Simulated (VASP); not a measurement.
# BaZrO3 (Pm-3m) in VASP: further runs

The runs below take BaZrO3 through relaxation of cell and atoms, single point, with PBEsol+U, PBE0.

All numbers are computed with VASP 6.6.1; they aren't measurements. Logs are shortened: lines on timing, memory, paths and dates and some standing lists are left out, and cuts for length are marked.

### Step 1. The cell of the first run

Symmetry: Pm-3m, No. 221, cubic system. Conventional cell: a = 4.191 Å, b = 4.191 Å, c = 4.191 Å, α = 90.00°, β = 90.00°, γ = 90.00°. Within 3.9 Å of Ba (site symmetry m-3m) lie 12 O at 2.96 Å and 8 Zr at 3.63 Å. Zr (site symmetry m-3m) has 6 O at 2.10 Å within 2.8 Å. O (site symmetry 4/mmm) has 2 Zr at 2.10 Å within 2.8 Å.

### Step 2. Relaxation of cell and atoms, PBEsol+U

INCAR reads:

```
SYSTEM = BaZrO3
  ALGO = Normal
  EDIFF = 1E-6
  EDIFFG = -0.01
  ENCUT = 600
  GGA = PS
  IBRION = 2
  ISIF = 3
  ISMEAR = -1
  LASPH = .TRUE.
  LCHARG = .FALSE.
  LDAU = .TRUE.
  LDAUJ = 0 0 0
  LDAUL = -1 2 -1
  LDAUPRINT = 1
  LDAUTYPE = 2
  LDAUU = 0 4 0
  LMAXMIX = 4
  LREAL = .FALSE.
  LWAVE = .FALSE.
  NELM = 150
  NSW = 60
  PREC = Accurate
  SIGMA = 0.05
```

KPOINTS reads:

```
k-points
0
G
  6 6 6
  0 0 0
```

POSCAR reads:

```
BaZrO3
1.0
    4.1913400000      0.0000000000      0.0000000000
    0.0000000000      4.1913400000      0.0000000000
    0.0000000000      0.0000000000      4.1913400000
Ba Zr O
1 1 3
Direct
    0.0000000000      0.0000000000      0.0000000000
    0.5000000000      0.5000000000      0.5000000000
    0.5000000000      0.5000000000      0.0000000000
    0.5000000000      0.0000000000      0.5000000000
    0.0000000000      0.5000000000      0.5000000000
```

Potentials or basis: VASP PAW PBE potentials, release 64 (Ba_sv, Zr_sv, O).

Started as:

```console
$ cat potpaw_PBE.64/Ba_sv/POTCAR potpaw_PBE.64/Zr_sv/POTCAR potpaw_PBE.64/O/POTCAR > POTCAR
$ mpirun -np 1 vasp_std > vasp.out
```

OUTCAR:

```text
SYSTEM = BaZrO3
   EDIFF = 1E-6
   EDIFFG = -0.01
   ENCUT = 600
   GGA = PS
   IBRION = 2
   ISIF = 3
   ISMEAR = -1
   LASPH = .TRUE.
   LREAL = .FALSE.
   NELM = 150
   NSW = 60
   PREC = Accurate

 ion  position               nearest neighbor table
   1  0.000  0.000  0.000-   3 2.96   4 2.96   5 2.96   4 2.96   5 2.96   3 2.96   5 2.96   5 2.96
                             3 2.96   4 2.96   4 2.96   3 2.96   2 3.63   2 3.63   2 3.63   2 3.63
   2  0.500  0.500  0.500-   3 2.10   4 2.10   5 2.10   3 2.10   4 2.10   5 2.10   1 3.63   1 3.63
                             1 3.63   1 3.63   1 3.63   1 3.63   1 3.63   1 3.63
   3  0.500  0.500  0.000-   2 2.10   2 2.10   1 2.96   1 2.96   1 2.96   1 2.96
   4  0.500  0.000  0.500-   2 2.10   2 2.10   1 2.96   1 2.96   1 2.96   1 2.96
   5  0.000  0.500  0.500-   2 2.10   2 2.10   1 2.96   1 2.96   1 2.96   1 2.96

  LATTYP: Found a simple cubic cell.
 ALAT       =     4.1913400000

  Lattice vectors:

 A1 = (   4.1913400000,   0.0000000000,   0.0000000000)
 A2 = (   0.0000000000,   4.1913400000,   0.0000000000)
 A3 = (   0.0000000000,   0.0000000000,   4.1913400000)

Analysis of symmetry for initial positions (statically):
=====================================================================
 Subroutine PRICEL returns:
 Original cell was already a primitive cell.

 Routine SETGRP: Setting up the symmetry group for a
 simple cubic supercell.

 Subroutine GETGRP returns: Found 48 space group operations
 (whereof 48 operations were pure point group operations)
 out of a pool of 48 trial point group operations.

The static configuration has the point symmetry O_h .

Analysis of symmetry for dynamics (positions and initial velocities):
=====================================================================
 Subroutine PRICEL returns:
 Original cell was already a primitive cell.

 Routine SETGRP: Setting up the symmetry group for a
 simple cubic supercell.

 Subroutine GETGRP returns: Found 48 space group operations
 (whereof 48 operations were pure point group operations)
 out of a pool of 48 trial point group operations.

The dynamic configuration has the point symmetry O_h .

 Subroutine INISYM returns: Found 48 space group operations
 (whereof 48 operations are pure point group operations),
 and found     1 'primitive' translations

----------------------------------------------------------------------------------------

                                     Primitive cell

  volume of cell :      73.6307

  direct lattice vectors                    reciprocal lattice vectors
     4.191340000  0.000000000  0.000000000     0.238587182  0.000000000  0.000000000
     0.000000000  4.191340000  0.000000000     0.000000000  0.238587182  0.000000000
     0.000000000  0.000000000  4.191340000     0.000000000  0.000000000  0.238587182

  length of vectors
     4.191340000  4.191340000  4.191340000     0.238587182  0.238587182  0.238587182

  position of ions in fractional coordinates (direct lattice)
     0.000000000  0.000000000  0.000000000
     0.500000000  0.500000000  0.500000000
     0.500000000  0.500000000  0.000000000
     0.500000000  0.000000000  0.500000000
     0.000000000  0.500000000  0.500000000

  ion indices of the primitive-cell ions
   primitive index   ion index
                 1           1
                 2           2
                 3           3
                 4           4
                 5           5

----------------------------------------------------------------------------------------

 KPOINTS: k-points

Automatic generation of k-mesh.
 Grid dimensions read from file:
 generate k-points for:    6    6    6

[... 41 lines left out ...]
   number of dos      NEDOS =    301   number of ions     NIONS =      5
   total plane-waves  NPLWV =  46656
   dimension x,y,z NGX =    36 NGY =   36 NGZ =   36
   dimension x,y,z NGXF=    72 NGYF=   72 NGZF=   72
   ions per type =               1   1   3
   NGX,Y,Z   is equivalent  to a cutoff of  14.28, 14.28, 14.28 a.u.
   NGXF,Y,Z  is equivalent  to a cutoff of  28.56, 28.56, 28.56 a.u.
 SYSTEM =  BaZrO3
   PREC   = accura    normal or accurate (medium, high low for compatibility)
   ISTART =      0    job   : 0-new  1-cont  2-samecut
   ICHARG =      2    charge: 1-file 2-atom 10-const
   ISPIN  =      1    spin polarized calculation?
   LNONCOLLINEAR =      F non collinear calculations
   LSORBIT =      F    spin-orbit coupling
   LASPH  =      T    aspherical Exc in radial PAW
   ENCUT  =  600.0 eV  44.10 Ry    6.64 a.u.   8.37  8.37  8.37*2*pi/ulx,y,z
   NELM   =    150;   NELMIN=  2; NELMDL= -5     # of ELM steps
   EDIFF  = 0.1E-05   stopping-criterion for ELM
   LREAL  =      F    real-space projection
   EDIFFG = -.1E-01   stopping-criterion for IOM
   NSW    =     60    number of steps for IOM
   IBRION =      2    ionic relax: 0-MD 1-quasi-New 2-CG
   NFREE  =      1    steps in history (QN), initial steepest desc. (CG)
   ISIF   =      3    stress and relaxation
   ISYM   =      2    0-nonsym 1-usesym 2-fastsym
   POTIM  = 0.5000    time-step for ionic-motion
   TEBEG  =    0.0;   TEEND  =   0.0 temperature during run
   PSTRESS=    0.0 pullay stress
   NELECT =      40.0000    total number of electrons
   NUPDOWN=      -1.0000    fix difference up-down
   EMIN   =  10.00;   EMAX   =-10.00  energy-range for DOS
   EFERMI =   0.00;   METHOD = LEGACY
   ISMEAR =    -1;   SIGMA  =   0.05  broadening in eV -4-tet -1-fermi 0-gaus
   EFERMI_NEDOS =   21; number of points for ismear=-14 and -15
   IALGO  =     38    algorithm
   IMIX   =      4    mixing-type and parameters
     AMIX     =   0.40;   BMIX     =  1.00
     AMIX_MAG =   1.60;   BMIX_MAG =  1.00
  volume/ion in A,a.u.               =      14.73        99.38
  Fermi-wavevector in a.u.,A,eV,Ry     =   1.335802  2.524299 24.277770  1.784366
  Thomas-Fermi vector in A             =   2.464478
   LORBIT       =      0    0 simple, 1 ext, 2 COOP (PROOUT), +10 PAW based schemes
 LDA+U is selected, type is set to LDAUTYPE =  2
   angular momentum for each species LDAUL =    -1    2   -1
   U (eV)           for each species LDAUU =   0.0  4.0  0.0
   J (eV)           for each species LDAUJ =   0.0  0.0  0.0
   GGA     = PS    functional components
   LHFCALC =     F    Hartree Fock is set to
   AEXX    =    0.0000 exact exchange contribution
   IVDW    =     0    specifies the selected vdW correction
   LEPSILON=     F    determine dielectric tensor
   LRPA    =     F    only Hartree local field effects (RPA)
 conjugate gradient relaxation of ions
 non-spin polarized calculation
  energy-cutoff  :      600.00
  volume of cell :       73.63
 maximum number of plane-waves:      2517
 NGX is ok and might be reduce to    36
   NGX = 17   NGY = 17   NGZ = 17

--------------------------------------- Ionic step        1  -------------------------------------------

 number of electron      40.0000010 magnetization

 Free energy of the ion-electron system (eV)
  ---------------------------------------------------
  ext. energy  EPLUGINS =         0.00000000
  ---------------------------------------------------
  free energy    TOTEN  =       -41.31047205 eV

  energy without entropy =      -41.31047205  energy(sigma->0) =      -41.31047205

------------------------ aborting loop because EDIFF is reached ----------------------------------------

  FORCE on cell =-STRESS in cart. coord.  units (eV):
  Direction    XX          YY          ZZ          XY          YZ          ZX
  --------------------------------------------------------------------------------------
  -------------------------------------------------------------------------------------
  Total        1.7841117      1.7841117      1.7841117     -0.0000000     -0.0000000     -0.0000000
  in kB       38.8216472     38.8216472     38.8216472     -0.0000000     -0.0000000     -0.0000000
  external PRESSURE =      38.8216472 kB  Pullay stress =       0.0000000 kB
[... 59 lines left out ...]
  FREE ENERGIE OF THE ION-ELECTRON SYSTEM (eV)
  ---------------------------------------------------
  free  energy   TOTEN  =       -41.3040627208 eV

  energy  without entropy=      -41.3040627208  energy(sigma->0) =      -41.30406272

atom =   2  type =  2  l = 2

 onsite density matrix

spin component  1

  0.0784  0.0000  0.0000 -0.0000  0.0000
  0.0000  0.0784  0.0000 -0.0000  0.0000
  0.0000  0.0000  0.1993  0.0000  0.0000
 -0.0000 -0.0000  0.0000  0.0784 -0.0000
  0.0000  0.0000  0.0000 -0.0000  0.1993

spin component  2

  0.0784  0.0000  0.0000 -0.0000  0.0000
  0.0000  0.0784  0.0000 -0.0000  0.0000
  0.0000  0.0000  0.1993  0.0000  0.0000
 -0.0000 -0.0000  0.0000  0.0784 -0.0000
  0.0000  0.0000  0.0000 -0.0000  0.1993

 occupancies and eigenvectors

  o =  0.0784  v =  1.0000  0.0000  0.0000  0.0000  0.0000  0.0000  0.0000  0.0000  0.0000  0.0000      0.0000  0.0000  0.0000  0.0000  0.0000  0.0000  0.0000  0.0000  0.0000  0.0000
  o =  0.0784  v =  0.0000  0.0000  0.0000  0.0000  0.0000  1.0000  0.0000  0.0000  0.0000  0.0000      0.0000  0.0000  0.0000  0.0000  0.0000  0.0000  0.0000  0.0000  0.0000  0.0000
  o =  0.0784  v =  0.0000 -0.8808  0.0000  0.4735  0.0000  0.0000  0.0000  0.0000  0.0000  0.0000      0.0000  0.0000  0.0000  0.0000  0.0000  0.0000  0.0000  0.0000  0.0000  0.0000
  o =  0.0784  v =  0.0000  0.0000  0.0000  0.0000  0.0000  0.0000 -0.8808  0.0000  0.4735  0.0000      0.0000  0.0000  0.0000  0.0000  0.0000  0.0000  0.0000  0.0000  0.0000  0.0000
  o =  0.0784  v =  0.0000 -0.4735  0.0000 -0.8808 -0.0000  0.0000  0.0000  0.0000  0.0000  0.0000      0.0000  0.0000  0.0000  0.0000  0.0000  0.0000  0.0000  0.0000  0.0000  0.0000
  o =  0.0784  v =  0.0000  0.0000  0.0000  0.0000  0.0000  0.0000 -0.4735  0.0000 -0.8808 -0.0000      0.0000  0.0000  0.0000  0.0000  0.0000  0.0000  0.0000  0.0000  0.0000  0.0000
  o =  0.1993  v =  0.0000  0.0000  0.0000  0.0000  0.0000  0.0000  0.0000 -1.0000  0.0000 -0.0038      0.0000  0.0000  0.0000  0.0000  0.0000  0.0000  0.0000  0.0000  0.0000  0.0000
  o =  0.1993  v =  0.0000  0.0000 -1.0000  0.0000 -0.0038  0.0000  0.0000  0.0000  0.0000  0.0000      0.0000  0.0000  0.0000  0.0000  0.0000  0.0000  0.0000  0.0000  0.0000  0.0000
  o =  0.1993  v =  0.0000  0.0000  0.0000  0.0000  0.0000  0.0000  0.0000 -0.0038 -0.0000  1.0000      0.0000  0.0000  0.0000  0.0000  0.0000  0.0000  0.0000  0.0000  0.0000  0.0000
  o =  0.1993  v =  0.0000  0.0000 -0.0038 -0.0000  1.0000  0.0000  0.0000  0.0000  0.0000  0.0000      0.0000  0.0000  0.0000  0.0000  0.0000  0.0000  0.0000  0.0000  0.0000  0.0000

--------------------------------------- Ionic step        3  -------------------------------------------

 number of electron      40.0000021 magnetization

 Free energy of the ion-electron system (eV)
  ---------------------------------------------------
  ext. energy  EPLUGINS =         0.00000000
  ---------------------------------------------------
  free energy    TOTEN  =       -41.33134855 eV

  energy without entropy =      -41.33134855  energy(sigma->0) =      -41.33134855

 E-fermi :   4.7524     XC(G=0): -10.9062

 val. band max:        3.6068580423   @ k =   0.5000   0.5000   0.5000
 cond. band min:       7.2283516868   @ k =   0.0000   0.0000   0.0000
 fundamental gap:      3.6214936446
 Fermi energy:         4.7524080997

 k-point     1 :       0.0000    0.0000    0.0000
  band No.  band energies     occupation
      1     -44.1922      2.00000
      2     -22.3153      2.00000
      3     -22.3153      2.00000
      4     -22.3153      2.00000
      5     -21.7235      2.00000
      6     -12.6890      2.00000
[... 561 lines left out ...]
  FREE ENERGIE OF THE ION-ELECTRON SYSTEM (eV)
  ---------------------------------------------------
  free  energy   TOTEN  =       -41.3313485525 eV

  energy  without entropy=      -41.3313485525  energy(sigma->0) =      -41.33134855

 reached required accuracy - stopping structural energy minimisation
```

It took 42 s on 1 thread of Intel Xeon 6975P-C (Granite Rapids), shared host; peak memory 0.24 GiB.

Results:

```
Free energy                           : -41.3313 eV
Relaxed volume                        : 15.08 Å³/atom
Relaxed cell                          : a = 4.225 Å, b = 4.225 Å, c = 4.225 Å, α = 90.00°, β = 90.00°, γ = 90.00°
Space group after relaxing (to 0.1 Å) : Pm-3m (No. 221)
Energy gained by relaxing             : 4.2 meV/atom
Ionic steps                           : 3
Pressure after relaxing               : 0.0 GPa
Band gap on the k mesh                : 3.62 eV (least direct gap 3.93 eV)
```

The path:
| step | energy change (eV) | largest force (eV/Å) | pressure (GPa) | volume (Å³) |
| --- | --- | --- | --- | --- |
| 1 | 0.0000 | 0.0000 | 3.88 | 73.63 |
| 2 | 0.0064 | 0.0000 | -4.05 | 77.50 |
| 3 | -0.0209 | 0.0000 | -0.01 | 75.40 |

Final structure:
```yaml
crystal:
  lattice:
    - [4.22468, 0.00000, 0.00000]
    - [0.00000, 4.22468, 0.00000]
    - [0.00000, 0.00000, 4.22468]
  atoms:
    - { symbol: Ba, position: [0.00000, 0.00000, 0.00000] }
    - { symbol: Zr, position: [0.50000, 0.50000, 0.50000] }
    - { symbol: O, position: [0.50000, 0.50000, 0.00000] }
    - { symbol: O, position: [0.50000, 0.00000, 0.50000] }
    - { symbol: O, position: [0.00000, 0.50000, 0.50000] }
```

Eigenvalues of the final occupation matrices:
```tsv
site	spin	trace	eigenvalues
site 2 d	1	0.63	0.08 0.08 0.08 0.20 0.20
site 2 d	2	0.63	0.08 0.08 0.08 0.20 0.20
```

Caveat: the PAW data sets were made with another functional, which shifts forces and pressure a little; spin-orbit coupling is left out, which moves the levels of the heavy elements. A k mesh can miss the band edges.

### Step 3. Relaxation of cell and atoms, PBEsol+U

INCAR reads:

```
ALGO     = Normal         # electronic algorithm
EDIFF    = 1E-6           # SCF threshold, eV
EDIFFG   = -0.01          # ionic threshold
ENCUT    = 600            # plane-wave cutoff, eV
GGA      = PS             # functional
IBRION   = 2              # ionic algorithm
ISIF     = 3              # what is computed and relaxed
ISMEAR   = -1             # smearing method
LASPH    = True           # aspherical terms in the spheres
LCHARG   = False          # write CHGCAR
LDAU     = True           # DFT+U
LDAUJ    = 0 0 0        
LDAUL    = -1 2 -1        # shell
LDAUPRINT= 1            
LDAUTYPE = 2            
LDAUU    = 0 5 0          # U, eV
LMAXMIX  = 4              # l up to which the mixer works
LREAL    = False          # projectors in reciprocal space
LWAVE    = False          # write WAVECAR
NELM     = 150            # most SCF steps
NSW      = 60             # ionic steps
PREC     = Accurate       # precision mode
SIGMA    = 0.05           # smearing width, eV
```

KPOINTS reads:

```
k-points
0
Gamma
  6 6 6
```

POSCAR is that of step 2.

Potentials or basis: VASP PAW PBE potentials, release 64 (Ba_sv, Zr_sv, O).

Started as:

```console
$ cat potpaw_PBE.64/Ba_sv/POTCAR potpaw_PBE.64/Zr_sv/POTCAR potpaw_PBE.64/O/POTCAR > POTCAR
$ mpirun -np 1 vasp_std > vasp.out
```

It took 45 s on 1 thread of Intel Xeon 6975P-C (Granite Rapids), shared host; peak memory 0.24 GiB.

The run converged. Its results:

```
Free energy                           : -40.8051 eV
Relaxed volume                        : 15.18 Å³/atom
Relaxed cell                          : a = 4.234 Å, b = 4.234 Å, c = 4.234 Å, α = 90.00°, β = 90.00°, γ = 90.00°
Space group after relaxing (to 0.1 Å) : Pm-3m (No. 221)
Energy gained by relaxing             : 6.7 meV/atom
Ionic steps                           : 3
Pressure after relaxing               : 0.0 GPa
Band gap on the k mesh                : 3.75 eV (least direct gap 4.07 eV)
```

The path:
```tsv
step	energy change (eV)	largest force (eV/Å)	pressure (GPa)	volume (Å³)
1	0.0000	0.0000	4.94	73.63
2	0.0102	0.0000	-5.02	78.58
3	-0.0336	0.0000	-0.02	75.89
```

Final structure:
```
Ba Zr O
1.0
     4.23371    0.00000    0.00000
     0.00000    4.23371    0.00000
     0.00000    0.00000    4.23371
Ba Zr O
1 1 3
Direct
  0.00000 0.00000 0.00000
  0.50000 0.50000 0.50000
  0.50000 0.50000 0.00000
  0.50000 0.00000 0.50000
  0.00000 0.50000 0.50000
```

Levels at points of the mesh, in eV from the valence-band top:
```tsv
k point	band 17	band 18	band 19	band 20	band 21	band 22	band 23	band 24
(0.00, 0.00, 0.00)	-0.98	-0.32	-0.32	-0.32	3.75	3.75	3.75	4.45
(0.50, 0.00, 0.00)	-1.60	-1.60	-0.60	-0.60	4.35	6.22	6.31	6.31
(0.50, 0.50, 0.00)	-1.03	-0.97	-0.97	-0.08	6.18	6.18	6.26	6.73
(0.50, 0.50, 0.50)	-2.41	0.00	0.00	0.00	5.69	5.69	5.69	7.64
```

Eigenvalues of the final occupation matrices:
```csv
site,spin,trace,eigenvalues
site 2 d,1,0.61,0.07 0.07 0.07 0.19 0.19
site 2 d,2,0.61,0.07 0.07 0.07 0.19 0.19
```

Caveat: the PAW data sets were made with another functional, which shifts forces and pressure a little; spin-orbit coupling is left out, which moves the levels of the heavy elements.

### Step 4. Single point, PBE0

POSCAR is that of step 3.

INCAR.step1 reads:

```
PREC = Accurate
ENCUT = 520
EDIFF = 1E-5
ISMEAR = -1
SIGMA = 0.05
LREAL = False
LASPH = True
NELM = 100
ALGO = Normal
ISIF = 2
LWAVE = True
LCHARG = False
NBANDS = 28
GGA = PE
```

INCAR.step2 reads:

```
PREC = Accurate
ENCUT = 520
EDIFF = 1E-6
ISMEAR = -1
SIGMA = 0.05
LREAL = False
LASPH = True
NELM = 100
ALGO = Normal
ISIF = 2
LWAVE = False
LCHARG = False
GGA = PE
LHFCALC = True
AEXX = 0.25
PRECFOCK = Fast
NBANDS = 28
ISTART = 1
```

KPOINTS reads:

```
Automatic mesh
0
Gamma
  4 4 4
```

Started as:

```console
$ cat potpaw_PBE.64/Ba_sv/POTCAR potpaw_PBE.64/Zr_sv/POTCAR potpaw_PBE.64/O/POTCAR > POTCAR
$ cp INCAR.step1 INCAR
$ mpirun -np 1 vasp_std > vasp.out
$ cp INCAR.step2 INCAR
$ mpirun -np 1 vasp_std > vasp.out
```

It took 36 min on 1 thread of Oxide Virtual Turin-like, shared host; peak memory 0.16 GiB.

Results (log left out):

```yaml
Free_energy: -52.5711 eV
Pressure: 1.1 GPa
Band_gap_on_the_k_mesh: 5.44 eV (least direct gap 5.72 eV)
```

Levels at points of the mesh, in eV from the valence-band top:
```
           k point  band 18  band 19  band 20  band 21  band 22  band 23
(0.00, 0.00, 0.00)    -0.29    -0.29    -0.29     5.44     5.44     5.44
(0.50, 0.00, 0.00)    -1.77    -0.57    -0.57     5.93     8.19     8.19
(0.50, 0.50, 0.00)    -1.00    -0.97    -0.08     8.15     8.15     8.90
(0.50, 0.50, 0.50)     0.00     0.00     0.00     8.30     8.30     8.30
```

Caveat: the PAW data sets were made with another functional, which shifts forces and pressure a little; spin-orbit coupling is left out, which moves the levels of the heavy elements.

### Step 5. The runs side by side

```tsv
task	level	U	cell	k mesh	cutoff (eV)	grid for exact exchange (PRECFOCK)	share of exact exchange	gap on the mesh (eV)	pressure (GPa)	relaxed volume (Å³/atom)
relaxation of cell and atoms	PBEsol+U	Zr d U = 4.0 eV	relaxed	6 × 6 × 6	600	-	-	3.62	0.0	15.08
relaxation of cell and atoms	PBEsol+U	Zr d U = 5.0 eV	relaxed	6 × 6 × 6	600	-	-	3.75	0.0	15.18
single point	PBE0	-	as given	4 × 4 × 4	520	Fast	0.25	5.44	1.1	-
```

Alike in all rows: potentials or basis VASP PAW PBE potentials, release 64 (Ba_sv, Zr_sv, O); no spin polarisation; smearing fermi-dirac 0.05 eV.

Caveats: the PAW data sets were made with another functional, which shifts forces and pressure a little; spin-orbit coupling is left out, which moves the levels of the heavy elements.

Absolute energies hang on the potentials; compare differences alone.
